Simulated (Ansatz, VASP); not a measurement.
**Two plane-wave programs on Al6H**

INCAR

```
SYSTEM = Al6H
  PREC = Accurate
  ENCUT = 520
  EDIFF = 1E-6
  ISMEAR = 0
  SIGMA = 0.1
  LREAL = .False.
  LASPH = .True.
  NELM = 100
  ALGO = Normal
  ISIF = 2
  LWAVE = .False.
  LCHARG = .False.
  LDIPOL = .True.
  IDIPOL = 3
  DIPOL = 0.5 0.5 0.299
  GGA = PE
  NBANDS = 32
```

File KPOINTS:

```
Automatic mesh
0
Gamma
  5 5 1
  0 0 0
```

The input POSCAR:

```
Al6H
1.0
    5.7135165837      0.0000000000      0.0000000000
    0.0000000000      5.7135165837      0.0000000000
    0.0000000000      0.0000000000     22.1746954375
Al H
12 2
Direct
    0.2500000000      0.2500000000      0.1803857921
    0.2500000000      0.7500000000      0.1803857921
    0.7500000000      0.2500000000      0.1803857921
    0.7500000000      0.7500000000      0.1803857921
    0.0000000000      0.0000000000      0.2744050924
    0.0000000000      0.5000000000      0.2744050924
    0.5000000000      0.0000000000      0.2744050924
    0.5000000000      0.5000000000      0.2744050924
    0.2500000000      0.2500000000      0.3686497278
    0.2500000000      0.7500000000      0.3686497278
    0.7500000000      0.2500000000      0.3686497278
    0.7500000000      0.7500000000      0.3686497278
    0.0000000000     -0.2319062141      0.4466665829
    0.0000000000      0.2319062141      0.4466665829
```

Input for Ansatz:

```yaml
crystal:
  lattice:
    - [5.7135165837, 0.0, 0.0]
    - [0.0, 5.7135165837, 0.0]
    - [0.0, 0.0, 22.1746954375]
  atoms:
    - { symbol: Al, position: [0.25, 0.25, 0.1803857921] }
    - { symbol: Al, position: [0.25, 0.75, 0.1803857921] }
    - { symbol: Al, position: [0.75, 0.25, 0.1803857921] }
    - { symbol: Al, position: [0.75, 0.75, 0.1803857921] }
    - { symbol: Al, position: [0.0, 0.0, 0.2744050924] }
    - { symbol: Al, position: [0.0, 0.5, 0.2744050924] }
    - { symbol: Al, position: [0.5, 0.0, 0.2744050924] }
    - { symbol: Al, position: [0.5, 0.5, 0.2744050924] }
    - { symbol: Al, position: [0.25, 0.25, 0.3686497278] }
    - { symbol: Al, position: [0.25, 0.75, 0.3686497278] }
    - { symbol: Al, position: [0.75, 0.25, 0.3686497278] }
    - { symbol: Al, position: [0.75, 0.75, 0.3686497278] }
    - { symbol: H, position: [0.0, -0.2319062141, 0.4466665829] }
    - { symbol: H, position: [0.0, 0.2319062141, 0.4466665829] }
basis:
  ecutwfc: 420
kpoints:
  mp_grid: { grid: [5, 5, 1] }
hamiltonian:
  xc: pbe
  pseudopotentials: { kind: paw, azcp: { folder: soft_1 } }
scf:
  occupations: { method: gaussian, width: 0.1 }
output:
  forces: true
  eigenvalues: true
efield:
  axis: 3
  dipole_correction: true
  ramp_width: 0.04
```

Alike in both runs: task single point; functional PBE; k mesh 5 × 5 × 1; occupations gaussian, width 0.1 eV; no spin polarisation.

```csv
,VASP,Ansatz
version,VASP 6.6.1,Ansatz 0.2.0
potentials or method,"VASP PAW PBE potentials, release 64 (Al, H), cutoff 520 eV","scalar-relativistic, plane waves, PAW"
valence electrons in the cell,38,38
```

|  | VASP | Ansatz | Ansatz less VASP |
| --- | --- | --- | --- |
| gap on the k mesh at the Fermi level (eV) | none | none | - |
| rms of the force components (eV/Å) | 0.437 | 0.437 | +0.0001 |

Atom by atom the forces differ by 0.001 eV/Å (rms over components). A gap of «none» marks a metal or a gap that the smearing closes.
